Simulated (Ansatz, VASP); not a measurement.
## SrO in VASP and in Ansatz

File POSCAR:

```
SrO
1.0
    0.0000000000      2.5805350200      2.5805350200
    2.5805350200      0.0000000000      2.5805350200
    2.5805350200      2.5805350200      0.0000000000
Sr O
1 1
Direct
    0.5000000000      0.5000000000      0.5000000000
    0.0000000000      0.0000000000      0.0000000000
```

The input INCAR.step1:

```
ALGO = Normal
EDIFF = 1E-4
ENCUT = 520
GGA = PE
ISMEAR = -1
LASPH = True
LCHARG = False
LREAL = False
LWAVE = True
NBANDS = 15
NELM = 60
PREC = Accurate
SIGMA = 0.02
```

File INCAR.step2:

```
ALGO = Normal
EDIFF = 1E-7
ENCUT = 520
ISIF = 2
ISMEAR = -1
ISTART = 1
LASPH = True
LCHARG = False
LMIXTAU = True
LREAL = False
LWAVE = False
METAGGA = R2SCAN
NBANDS = 15
NELM = 60
PREC = Accurate
SIGMA = 0.02
```

KPOINTS

```
k-points
0
Gamma
  10 10 10
```

Input for Ansatz:

```yaml
crystal:
  lattice:
    - [0.0, 2.58053502, 2.58053502]
    - [2.58053502, 0.0, 2.58053502]
    - [2.58053502, 2.58053502, 0.0]
  atoms:
    - { symbol: Sr, position: [0.5, 0.5, 0.5] }
    - { symbol: O, position: [0.0, 0.0, 0.0] }
  symmetry: { tolerance: 0.0003 }
hamiltonian:
  xc: r2scan
  pseudopotentials: { kind: paw, azcp: { folder: soft_1 } }
basis:
  ecutwfc: 500
magnetization:
  spin_polarized: false
scf:
  occupations: { method: fermi_dirac, width: 0.02 }
kpoints:
  mp_grid: { grid: [10, 10, 10], shift: [0, 0, 0] }
  band_path:
    path:
      - [0.0, 0.0, 0.0]
      - [0.5, 0.0, 0.5]
      - [0.625, 0.25, 0.625]
      - [0.375, 0.375, 0.75]
      - [0.0, 0.0, 0.0]
      - [0.5, 0.5, 0.5]
      - [0.5, 0.25, 0.75]
      - [0.5, 0.0, 0.5]
    npoints: 15
output:
  forces: true
  stress: true
  eigenvalues: true
  bader: true
  populations: true
  elf: true
  write_potential: true
  write_density: true
  volumetric_format: npy
  dos:
    e_range: [-12, 8]
    de: 0.05
    projected: { site_lists: { O: [O], Sr: [Sr] } }
```

Alike in both runs: task single point; functional r2SCAN; k mesh 10 × 10 × 10; occupations fermi-dirac, width 0.02 eV; no spin polarisation.

|  | VASP | Ansatz |
| --- | --- | --- |
| version | VASP 6.6.1 | Ansatz 0.2.0 |
| potentials or method | VASP PAW PBE potentials, release 64 (Sr_sv, O), cutoff 520 eV | PAW plane waves |
| valence electrons in the cell | 16 | 16 |

VASP gave:

* gap on the k mesh at the Fermi level (eV): 3.75
* pressure (GPa): 0.5

Which values does Ansatz return?

gap on the k mesh at the Fermi level (eV): 3.80; pressure (GPa): 0.0.

VASP's potentials were made for PBE, not for r2SCAN. With one functional, cell and mesh, what is left measures potentials, basis and numerics.
